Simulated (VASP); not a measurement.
# Li2Pt (P6/mmm) in VASP: further runs, part 2 of 2

VASP 6.6.1.

## 5. Single point, LDA (volume scaled by 0.99)

Input file INCAR:

```
SYSTEM = Li2Pt
  PREC = Accurate
  ENCUT = 520
  EDIFF = 1E-7
  ISMEAR = -1
  SIGMA = 0.03
  LREAL = .False.
  LASPH = .True.
  NELM = 60
  ALGO = Normal
  ISIF = 2
  LWAVE = .False.
  LCHARG = .True.
  LELF = .True.
  LVHAR = .True.
  NBANDS = 15
```

Input file KPOINTS:

```
regular mesh
0
Gamma
  9 9 12
  0 0 0
```

Input file POSCAR:

```
Li2Pt
1.0
    4.1719988854      0.0000000000      0.0000000000
   -2.0859994427      3.6130570194      0.0000000000
    0.0000000000      0.0000000000      2.6521002680
Li Pt
2 1
Direct
    0.3333333333      0.6666666667      0.5000000000
    0.6666666667      0.3333333333      0.5000000000
    0.0000000000      0.0000000000      0.0000000000
```

Potentials or basis: VASP PAW LDA potentials, release 64 (Li_sv, Pt).

Run with:

```
$ cat potpaw_LDA.64/Li_sv/POTCAR potpaw_LDA.64/Pt/POTCAR > POTCAR
$ mpirun -np 1 vasp_std > vasp.out
```

OUTCAR:

```text
SYSTEM = Li2Pt
   PREC = Accurate
   ENCUT = 520
   EDIFF = 1E-7
   ISMEAR = -1
   LREAL = .False.
   LASPH = .True.
   NELM = 60
   ISIF = 2

 ion  position               nearest neighbor table
   1  0.333  0.667  0.500-   2 2.41   2 2.41   2 2.41   3 2.75   3 2.75   3 2.75   3 2.75   3 2.75
                             3 2.75
   2  0.667  0.333  0.500-   1 2.41   1 2.41   1 2.41   3 2.75   3 2.75   3 2.75   3 2.75   3 2.75
                             3 2.75
   3  0.000  0.000  0.000-   1 2.75   2 2.75   1 2.75   2 2.75   2 2.75   2 2.75   1 2.75   1 2.75
                             2 2.75   2 2.75   1 2.75   1 2.75

  LATTYP: Found a hexagonal cell.
 ALAT       =     4.1719988854
 C/A-ratio  =     0.6356905505

  Lattice vectors:

 A1 = (   4.1719988854,   0.0000000000,   0.0000000000)
 A2 = (  -2.0859994427,   3.6130570194,   0.0000000000)
 A3 = (   0.0000000000,   0.0000000000,   2.6521002680)

Analysis of symmetry for initial positions (statically):
=====================================================================
 Subroutine PRICEL returns:
 Original cell was already a primitive cell.

 Routine SETGRP: Setting up the symmetry group for a
 hexagonal supercell.

 Subroutine GETGRP returns: Found 24 space group operations
 (whereof 24 operations were pure point group operations)
 out of a pool of 24 trial point group operations.

The static configuration has the point symmetry D_6h.

Analysis of symmetry for dynamics (positions and initial velocities):
=====================================================================
 Subroutine PRICEL returns:
 Original cell was already a primitive cell.

 Routine SETGRP: Setting up the symmetry group for a
 hexagonal supercell.

 Subroutine GETGRP returns: Found 24 space group operations
 (whereof 24 operations were pure point group operations)
 out of a pool of 24 trial point group operations.

The dynamic configuration has the point symmetry D_6h.

 Subroutine INISYM returns: Found 24 space group operations
 (whereof 24 operations are pure point group operations),
 and found     1 'primitive' translations
[... 122 lines left out ...]
   GGA     = CA    functional components
   LHFCALC =     F    Hartree Fock is set to
   AEXX    =    0.0000 exact exchange contribution
   IVDW    =     0    specifies the selected vdW correction
   LEPSILON=     F    determine dielectric tensor
   LRPA    =     F    only Hartree local field effects (RPA)
 non-spin polarized calculation
  energy-cutoff  :      520.00
  volume of cell :       39.98
 maximum number of plane-waves:      1102
 NGX is ok and might be reduce to    32
   NGX = 15   NGY = 15   NGZ =  9

 number of electron      15.9999995 magnetization

 Free energy of the ion-electron system (eV)
  ---------------------------------------------------
  ext. energy  EPLUGINS =         0.00000000
  ---------------------------------------------------
  free energy    TOTEN  =       -13.15315967 eV

  energy without entropy =      -13.14914615  energy(sigma->0) =      -13.15115291

 E-fermi :   5.1761     XC(G=0): -10.4959

 val. band max:        5.1455597892   @ k =   0.3333  -0.0000   0.4167
 cond. band min:       5.1974865049   @ k =   0.2222   0.2222   0.4167
 fundamental gap:      0.0519267157
 Fermi energy:         5.1761026171

 k-point     1 :       0.0000    0.0000    0.0000
  band No.  band energies     occupation
      1     -39.5468      2.00000
      2     -39.4250      2.00000
      3      -1.4938      2.00000
      4       0.7291      2.00000
      5       1.8235      2.00000
      6       1.8235      2.00000
      7       4.5302      2.00000
      8       4.5302      2.00000
      9       9.0108      0.00000
     10       9.0108      0.00000
     11      11.5857      0.00000
     12      11.5857      0.00000
     13      14.3441      0.00000
     14      15.3971      0.00000
[... 401 lines left out ...]
      2     -39.4832      2.00000
      3      -0.5022      2.00000
      4       2.1853      2.00000
      5       2.1899      2.00000
      6       2.1899      2.00000
      7       3.7608      2.00000
      8       3.7608      2.00000
      9       5.1984      0.64449
     10       5.1984      0.64449
     11      13.5550      0.00000
     12      16.2862      0.00000
     13      16.2862      0.00000
     14      19.9046      0.00000
     15      19.9050      0.00000

 [... further k-points ...]
[... 5 lines left out ...]
  --------------------------------------------------------------------------------------
  -------------------------------------------------------------------------------------
  Total       -0.8630145     -0.8630145     -1.0039573      0.0000000      0.0000000      0.0000000
  in kB      -34.5875445    -34.5875445    -40.2361930      0.0000000      0.0000000      0.0000000
  external PRESSURE =     -36.4704273 kB  Pullay stress =       0.0000000 kB

 VOLUME and BASIS-vectors are now :
 -----------------------------------------------------------------------------
  energy-cutoff  :      520.00
  volume of cell :       39.98
      direct lattice vectors                 reciprocal lattice vectors
     4.171998885  0.000000000  0.000000000     0.239693257  0.138386966  0.000000000
    -2.085999443  3.613057019  0.000000000     0.000000000  0.276773933  0.000000000
     0.000000000  0.000000000  2.652100268     0.000000000  0.000000000  0.377059650

 POSITION                                       TOTAL-FORCE (eV/Angst)
 -----------------------------------------------------------------------------------
     -0.00000      2.40870      1.32605        -0.000000      0.000000     -0.000000
      2.08600      1.20435      1.32605         0.000000     -0.000000      0.000000
      0.00000      0.00000      0.00000        -0.000000      0.000000      0.000000
 -----------------------------------------------------------------------------------
    total drift:                                0.000000     -0.000000     -0.000000

  FREE ENERGIE OF THE ION-ELECTRON SYSTEM (eV)
  ---------------------------------------------------
  free  energy   TOTEN  =       -13.1531596715 eV

  energy  without entropy=      -13.1491461528  energy(sigma->0) =      -13.15115291
```

OSZICAR:

```text
N       E                     dE             d eps       ncg     rms          rms(c)
DAV:   1     0.732740077960E+02    0.73274E+02   -0.72051E+03  2552   0.109E+03
DAV:   2    -0.620930877300E+01   -0.79483E+02   -0.72322E+02  3066   0.239E+02
DAV:   3    -0.138115748575E+02   -0.76023E+01   -0.74230E+01  4815   0.478E+01
DAV:   4    -0.139204894657E+02   -0.10891E+00   -0.10877E+00  2716   0.837E+00
DAV:   5    -0.139220723575E+02   -0.15829E-02   -0.15825E-02  3639   0.794E-01    0.779E+00
DAV:   6    -0.134087176210E+02    0.51335E+00   -0.28695E+00  2716   0.145E+01    0.297E+00
DAV:   7    -0.131723780563E+02    0.23634E+00   -0.37559E-01  2674   0.548E+00    0.996E-01
DAV:   8    -0.131564376047E+02    0.15940E-01   -0.22296E-02  3415   0.105E+00    0.505E-01
DAV:   9    -0.131531298278E+02    0.33078E-02   -0.85412E-03  3316   0.748E-01    0.924E-02
DAV:  10    -0.131531578132E+02   -0.27985E-04   -0.14213E-04  3236   0.954E-02    0.220E-02
DAV:  11    -0.131531597749E+02   -0.19617E-05   -0.65091E-06  3755   0.194E-02    0.263E-03
DAV:  12    -0.131531596690E+02    0.10587E-06   -0.23001E-07  3104   0.405E-03    0.873E-04
DAV:  13    -0.131531596715E+02   -0.24525E-08   -0.12936E-08  2198   0.987E-04
   1 F= -.13153160E+02 E0= -.13151153E+02  d E =-.401352E-02
```

stdout:

```text
POSCAR found type information on POSCAR LiPt
 POSCAR found :  2 types and       3 ions
 scaLAPACK will be used
 LDA part: xc-table for (Slater(with rela. corr.)+CA(PZ))
 , standard interpolation
 POSCAR, INCAR and KPOINTS ok, starting setup
 FFT: planning ... GRIDC
 FFT: planning ... GRID_SOFT
 FFT: planning ... GRID
 WAVECAR not read
 entering main loop
```

It took 49 s on 1 thread of Intel Xeon Platinum 8375C at 2.90GHz (Ice Lake), shared host; peak memory 0.16 GiB.

Results:

| Item | Value |
| --- | --- |
| Free energy | -13.1532 eV |
| Band gap on the k mesh | zero (band 8 reaches 6.31 eV, above the bottom of band 9 at 4.47 eV) |

Caveat: the cutoff is under 1.25 times the usual one of these potentials, so pressure, stress and relaxed cells hold a basis-set (Pulay) error; spin-orbit coupling is left out, which moves the levels of the heavy elements.

## 6. Single point, LDA (zz strain of +1 %)

Input file INCAR:

```
SYSTEM = Li2Pt
PREC = Accurate
ENCUT = 520
EDIFF = 1E-6
ISMEAR = -1
SIGMA = 0.03
LREAL = .False.
LASPH = .True.
NELM = 60
ALGO = Normal
ISIF = 2
LWAVE = .False.
LCHARG = .False.
GGA = CA
NBANDS = 15
```

Input file KPOINTS:

```
Automatic mesh
0
Gamma
  9 9 12
  0 0 0
```

Input file POSCAR:

```
Li2Pt
1.0
    4.1859989866      0.0000000000      0.0000000000
   -2.0929994933      3.6251814627      0.0000000000
    0.0000000000      0.0000000000      2.6876100000
Li Pt
2 1
Direct
    0.3333333333      0.6666666667      0.5000000000
    0.6666666667      0.3333333333      0.5000000000
    0.0000000000      0.0000000000      0.0000000000
```

Potentials or basis: VASP PAW LDA potentials, release 64 (Li_sv, Pt).

Run with:

```
$ cat potpaw_LDA.64/Li_sv/POTCAR potpaw_LDA.64/Pt/POTCAR > POTCAR
$ mpirun -np 1 vasp_std > vasp.out
```

It took 41 s on 1 thread of Intel Xeon Platinum 8375C at 2.90GHz (Ice Lake), shared host; peak memory 0.17 GiB.

The run converged. Its results:

```
Free energy            : -13.1284 eV
Band gap on the k mesh : zero (band 8 reaches 6.08 eV, above the bottom of band 9 at 4.24 eV)
```

Levels at points of the mesh, in eV from the Fermi level:
```tsv
k point	band 5	band 6	band 7	band 8	band 9	band 10	band 11	band 12
(0.00, 0.00, 0.00)	-3.21	-3.21	-0.65	-0.65	3.92	3.92	6.41	6.41
(0.00, 0.00, 0.50)	-3.62	-2.09	-2.09	0.54	2.73	6.48	6.48	7.31
```

Caveat: the cell differs from its parent crystal (zz strain of +1 %); the cutoff is under 1.25 times the usual one of these potentials, so pressure, stress and relaxed cells hold a basis-set (Pulay) error; spin-orbit coupling is left out, which moves the levels of the heavy elements.

## 7. Summary

| cell | gap on the mesh (eV) |
| --- | --- |
| a = 4.129, b = 4.129, c = 2.625 Å, angles 90.0, 90.0, 120.0°, 3 atoms | none |
| a = 4.186, b = 4.186, c = 2.608 Å, angles 90.0, 90.0, 120.0°, 3 atoms | none |
| a = 4.186, b = 4.186, c = 2.634 Å, angles 90.0, 90.0, 120.0°, 3 atoms | none |
| a = 4.172, b = 4.172, c = 2.652 Å, angles 90.0, 90.0, 120.0°, 3 atoms | none |
| a = 4.186, b = 4.186, c = 2.688 Å, angles 90.0, 90.0, 120.0°, 3 atoms | none |

Alike in all rows: task single point; level LDA; potentials or basis VASP PAW LDA potentials, release 64 (Li_sv, Pt); no spin polarisation; k mesh 9 × 9 × 12; cutoff (eV) 520; smearing fermi-dirac 0.03 eV.

Caveats: the cutoff is under 1.25 times the usual one of these potentials, so pressure, stress and relaxed cells hold a basis-set (Pulay) error; spin-orbit coupling is left out, which moves the levels of the heavy elements.

Total energies depend on the potentials used, so only differences within one code and one set of settings carry meaning.
